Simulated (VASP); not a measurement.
# Ga3Se (Pm-3m) in VASP: a series of runs, part 2 of 2

VASP 6.6.1. The steps go on from the part before.

## 3. Single point, HSE06

POSCAR

```
Ga3Se
1.0
    4.4324650000      0.0000000000      0.0000000000
    0.0000000000      4.4324650000      0.0000000000
    0.0000000000      0.0000000000      4.4324650000
Se Ga
1 3
Direct
    0.0000000000      0.0000000000      0.0000000000
    0.5000000000      0.5000000000      0.0000000000
    0.5000000000      0.0000000000      0.5000000000
    0.0000000000      0.5000000000      0.5000000000
```

INCAR.step1

```
SYSTEM = Ga3Se
ALGO = Normal
EDIFF = 1E-5
ENCUT = 520
GGA = PE
ISIF = 2
ISMEAR = -1
KPAR = 4
LASPH = .True.
LCHARG = .False.
LREAL = .False.
LWAVE = .True.
NBANDS = 30
NELM = 60
PREC = Accurate
SIGMA = 0.05
```

INCAR.step2

```
SYSTEM = Ga3Se
ALGO = Normal
EDIFF = 1E-7
ENCUT = 520
GGA = PE
HFSCREEN = 0.2079
ISIF = 2
ISMEAR = -1
ISTART = 1
KPAR = 4
LASPH = .True.
LCHARG = .False.
LHFCALC = .True.
LREAL = .False.
LWAVE = .False.
NBANDS = 30
NELM = 60
PREC = Accurate
PRECFOCK = Normal
SIGMA = 0.05
```

KPOINTS

```
k-points
0
Gamma
  4 4 4
  0 0 0
```

Potentials or basis: VASP PAW PBE potentials, release 64 (Se, Ga_d).

On the command line:

```bash
cat potpaw_PBE.64/Se/POTCAR potpaw_PBE.64/Ga_d/POTCAR > POTCAR
cp INCAR.step1 INCAR
mpirun -np 4 vasp_std > vasp.out
cp INCAR.step2 INCAR
mpirun -np 4 vasp_std > vasp.out
```

OUTCAR:

```text
SYSTEM = Ga3Se
   EDIFF = 1E-7
   ENCUT = 520
   GGA = PE
   HFSCREEN = 0.2079
   ISIF = 2
   ISMEAR = -1
   ISTART = 1
   LASPH = .True.
   LHFCALC = .True.
   LREAL = .False.
   NELM = 60
   PREC = Accurate
   PRECFOCK = Normal

 ion  position               nearest neighbor table
   1  0.000  0.000  0.000-
   2  0.500  0.500  0.000-
   3  0.500  0.000  0.500-
   4  0.000  0.500  0.500-

  LATTYP: Found a simple cubic cell.
 ALAT       =     4.4324650000

  Lattice vectors:

 A1 = (   4.4324650000,   0.0000000000,   0.0000000000)
 A2 = (   0.0000000000,   4.4324650000,   0.0000000000)
 A3 = (   0.0000000000,   0.0000000000,   4.4324650000)

Analysis of symmetry for initial positions (statically):
=====================================================================
 Subroutine PRICEL returns:
 Original cell was already a primitive cell.

 Routine SETGRP: Setting up the symmetry group for a
 simple cubic supercell.

 Subroutine GETGRP returns: Found 48 space group operations
 (whereof 48 operations were pure point group operations)
 out of a pool of 48 trial point group operations.

The static configuration has the point symmetry O_h .

Analysis of symmetry for dynamics (positions and initial velocities):
=====================================================================
 Subroutine PRICEL returns:
 Original cell was already a primitive cell.

 Routine SETGRP: Setting up the symmetry group for a
 simple cubic supercell.

 Subroutine GETGRP returns: Found 48 space group operations
 (whereof 48 operations were pure point group operations)
 out of a pool of 48 trial point group operations.

The dynamic configuration has the point symmetry O_h .

 Subroutine INISYM returns: Found 48 space group operations
 (whereof 48 operations are pure point group operations),
 and found     1 'primitive' translations

----------------------------------------------------------------------------------------

                                     Primitive cell

  volume of cell :      87.0835

  direct lattice vectors                    reciprocal lattice vectors
     4.432465000  0.000000000  0.000000000     0.225608098  0.000000000  0.000000000
     0.000000000  4.432465000  0.000000000     0.000000000  0.225608098  0.000000000
     0.000000000  0.000000000  4.432465000     0.000000000  0.000000000  0.225608098

  length of vectors
     4.432465000  4.432465000  4.432465000     0.225608098  0.225608098  0.225608098

  position of ions in fractional coordinates (direct lattice)
     0.000000000  0.000000000  0.000000000
     0.500000000  0.500000000  0.000000000
     0.500000000  0.000000000  0.500000000
     0.000000000  0.500000000  0.500000000

[... 28 lines left out ...]
 Subroutine IBZKPT returns following result:
 ===========================================

 Found     10 irreducible k-points:

 Following reciprocal coordinates:
            Coordinates               Weight
  0.000000  0.000000  0.000000      1.000000
  0.250000  0.000000  0.000000      6.000000
  0.500000  0.000000  0.000000      3.000000
  0.250000  0.250000  0.000000     12.000000
  0.500000  0.250000  0.000000     12.000000
  0.500000  0.500000  0.000000      3.000000
  0.250000  0.250000  0.250000      8.000000
  0.500000  0.250000  0.250000     12.000000
  0.500000  0.500000  0.250000      6.000000
  0.500000  0.500000  0.500000      1.000000
   k-points           NKPTS =     10   k-points in BZ     NKDIM =     64   number of bands    NBANDS=     30
   number of dos      NEDOS =    301   number of ions     NIONS =      4
   total plane-waves  NPLWV =  46656
   dimension x,y,z NGX =    36 NGY =   36 NGZ =   36
   dimension x,y,z NGXF=    72 NGYF=   72 NGZF=   72
   ions per type =               1   3
   NGX,Y,Z   is equivalent  to a cutoff of  13.50, 13.50, 13.50 a.u.
   NGXF,Y,Z  is equivalent  to a cutoff of  27.00, 27.00, 27.00 a.u.
 SYSTEM =  Ga3Se
   PREC   = accura    normal or accurate (medium, high low for compatibility)
   ISTART =      1    job   : 0-new  1-cont  2-samecut
   ICHARG =      0    charge: 1-file 2-atom 10-const
   ISPIN  =      1    spin polarized calculation?
   LNONCOLLINEAR =      F non collinear calculations
   LSORBIT =      F    spin-orbit coupling
   LASPH  =      T    aspherical Exc in radial PAW
   ENCUT  =  520.0 eV  38.22 Ry    6.18 a.u.   8.24  8.24  8.24*2*pi/ulx,y,z
   NELM   =     60;   NELMIN=  2; NELMDL=  0     # of ELM steps
   EDIFF  = 0.1E-06   stopping-criterion for ELM
   LREAL  =      F    real-space projection
   EDIFFG = 0.1E-05   stopping-criterion for IOM
   NSW    =      0    number of steps for IOM
   IBRION =     -1    ionic relax: 0-MD 1-quasi-New 2-CG
   NFREE  =      0    steps in history (QN), initial steepest desc. (CG)
   ISIF   =      2    stress and relaxation
   ISYM   =      3    0-nonsym 1-usesym 2-fastsym
   POTIM  = 0.5000    time-step for ionic-motion
   TEBEG  =    0.0;   TEEND  =   0.0 temperature during run
   PSTRESS=    0.0 pullay stress
   NELECT =      45.0000    total number of electrons
   NUPDOWN=      -1.0000    fix difference up-down
   EMIN   =  10.00;   EMAX   =-10.00  energy-range for DOS
   EFERMI =   0.00;   METHOD = LEGACY
   ISMEAR =    -1;   SIGMA  =   0.05  broadening in eV -4-tet -1-fermi 0-gaus
   EFERMI_NEDOS =   21; number of points for ismear=-14 and -15
   IALGO  =     38    algorithm
   IMIX   =      1    mixing-type and parameters
     AMIX     =   0.40;   BMIX     =  1.00
     AMIX_MAG =   1.60;   BMIX_MAG =  1.00
  volume/ion in A,a.u.               =      21.77       146.92
  Fermi-wavevector in a.u.,A,eV,Ry     =   1.313713  2.482557 23.481488  1.725841
  Thomas-Fermi vector in A             =   2.444016
   LORBIT       =      0    0 simple, 1 ext, 2 COOP (PROOUT), +10 PAW based schemes
   GGA     = PE    functional components
   LHFCALC =     T    Hartree Fock is set to
   PRECFOCK=normal    Normal, Fast or Accurate (Low or Medium for compatibility)
   ENCUT4O =  -1.0   cutoff for four orbital integrals eV
   NKREDX  =     1    reduce k-point grid by
   NKREDY  =     1    reduce k-point grid by
   NKREDZ  =     1    reduce k-point grid by
   AEXX    =    0.2500 exact exchange contribution
   HFSCREEN=    0.2079 screening length (either q_TF or 0.3 A-1)
   HFSCREENC=   0.2079 screening length for correlation (either q_TF or 0.3 A-1)
   ENCUTFOCK=  -1.0 apply spherical cutoff to Coloumb kernel
   IVDW    =     0    specifies the selected vdW correction
   LEPSILON=     F    determine dielectric tensor
   LRPA    =     F    only Hartree local field effects (RPA)
 non-spin polarized calculation
  energy-cutoff  :      520.00
  volume of cell :       87.08
 maximum number of plane-waves:      2360
 NGX is ok and might be reduce to    36
  NGX = 28; NGY = 28; NGZ = 28

 number of electron      44.9999944 magnetization

 Free energy of the ion-electron system (eV)
  ---------------------------------------------------
  ext. energy  EPLUGINS =         0.00000000
  ---------------------------------------------------
  free energy    TOTEN  =       -14.33930519 eV

  energy without entropy =      -14.32670303  energy(sigma->0) =      -14.33300411

 E-fermi :   4.6309     XC(G=0):  -8.4890

 val. band max:        4.5955633861   @ k =   0.5000   0.2500   0.2500
 cond. band min:       4.9661368778   @ k =   0.5000   0.2500   0.0000
 fundamental gap:      0.3705734917
 Fermi energy:         4.6309303972

 k-point     1 :       0.0000    0.0000    0.0000
  band No.  band energies     occupation
      1     -13.3608      2.00000
      2     -13.3575      2.00000
      3     -13.3575      2.00000
      4     -13.3575      2.00000
      5     -13.3093      2.00000
      6     -13.3093      2.00000
[... 319 lines left out ...]
     29      14.1197      0.00000
     30      14.1197      0.00000

------------------------ aborting loop because EDIFF is reached ----------------------------------------

  FORCE on cell =-STRESS in cart. coord.  units (eV):
  Direction    XX          YY          ZZ          XY          YZ          ZX
  --------------------------------------------------------------------------------------
  -------------------------------------------------------------------------------------
  Total       -0.4445018     -0.4445018     -0.4445018      0.0000000     -0.0000000      0.0000000
  in kB       -8.1780199     -8.1780199     -8.1780199      0.0000000     -0.0000000      0.0000000
  external PRESSURE =      -8.1780199 kB  Pullay stress =       0.0000000 kB

 VOLUME and BASIS-vectors are now :
 -----------------------------------------------------------------------------
  energy-cutoff  :      520.00
  volume of cell :       87.08
      direct lattice vectors                 reciprocal lattice vectors
     4.432465000  0.000000000  0.000000000     0.225608098  0.000000000  0.000000000
     0.000000000  4.432465000  0.000000000     0.000000000  0.225608098  0.000000000
     0.000000000  0.000000000  4.432465000     0.000000000  0.000000000  0.225608098

 POSITION                                       TOTAL-FORCE (eV/Angst)
 -----------------------------------------------------------------------------------
      0.00000      0.00000      0.00000         0.000000      0.000000      0.000000
      2.21623      2.21623      0.00000         0.000000      0.000000      0.000000
      2.21623      0.00000      2.21623         0.000000      0.000000      0.000000
      0.00000      2.21623      2.21623         0.000000      0.000000      0.000000
 -----------------------------------------------------------------------------------
    total drift:                                0.000003      0.000003      0.000012

  FREE ENERGIE OF THE ION-ELECTRON SYSTEM (eV)
  ---------------------------------------------------
  free  energy   TOTEN  =       -14.3393051909 eV

  energy  without entropy=      -14.3267030350  energy(sigma->0) =      -14.33300411
```

Run time: 56 min. Hardware: 4 MPI ranks of Intel Xeon Platinum 8375C at 2.90GHz (Ice Lake), shared host; peak memory 0.35 GiB.

Results:

```yaml
Free_energy: -14.3393 eV
Pressure: -0.8 GPa
Band_gap_on_the_k_mesh: zero (an odd number of electrons rules out a gap without spin polarisation)
```

Caveat: the PAW data sets were made with another functional, which shifts forces and pressure a little.

## 4. Single point, HSE06

POSCAR is that of step 3.

INCAR.step1

```
ALGO = Normal
EDIFF = 1E-5
ENCUT = 520
GGA = PE
ISIF = 2
ISMEAR = -1
KPAR = 4
LASPH = True
LCHARG = False
LREAL = False
LWAVE = True
NBANDS = 30
NELM = 80
PREC = Accurate
SIGMA = 0.05
```

INCAR.step2

```
ALGO = Normal
EDIFF = 1E-6
ENCUT = 520
GGA = PE
HFSCREEN = 0.2079
ISIF = 2
ISMEAR = -1
ISTART = 1
KPAR = 4
LASPH = True
LCHARG = False
LHFCALC = True
LREAL = False
LWAVE = False
NBANDS = 30
NELM = 80
PREC = Accurate
PRECFOCK = Normal
SIGMA = 0.05
```

KPOINTS

```
k-points
0
Gamma
  4 4 4
```

On the command line:

```bash
cat potpaw_PBE.64/Se/POTCAR potpaw_PBE.64/Ga_d/POTCAR > POTCAR
cp INCAR.step1 INCAR
mpirun -np 4 vasp_std > vasp.out
cp INCAR.step2 INCAR
mpirun -np 4 vasp_std > vasp.out
```

Run time: 51 min. Hardware: 4 MPI ranks of Oxide Virtual Turin-like, shared host; peak memory 0.33 GiB.

The run converged. Its results:

| Item | Value |
| --- | --- |
| Free energy | -14.3393 eV |
| Pressure | -0.8 GPa |
| Band gap on the k mesh | zero (an odd number of electrons rules out a gap without spin polarisation) |

Levels at points of the mesh, in eV from the Fermi level:
```
           k point  band 21  band 22  band 23  band 24  band 25  band 26
(0.00, 0.00, 0.00)    -3.13    -3.13     1.84     1.84     1.84     4.99
(0.50, 0.00, 0.00)    -2.35    -1.38    -0.23    -0.23     1.38     4.47
(0.50, 0.50, 0.00)    -0.89    -0.89    -0.73     1.56     1.92     1.92
(0.50, 0.50, 0.50)    -5.61    -5.61    -4.03     4.52     4.52     4.52
```

Caveat: the PAW data sets were made with another functional, which shifts forces and pressure a little.

The gap in the log of VASP goes by the Fermi energy; the results here count the filled bands.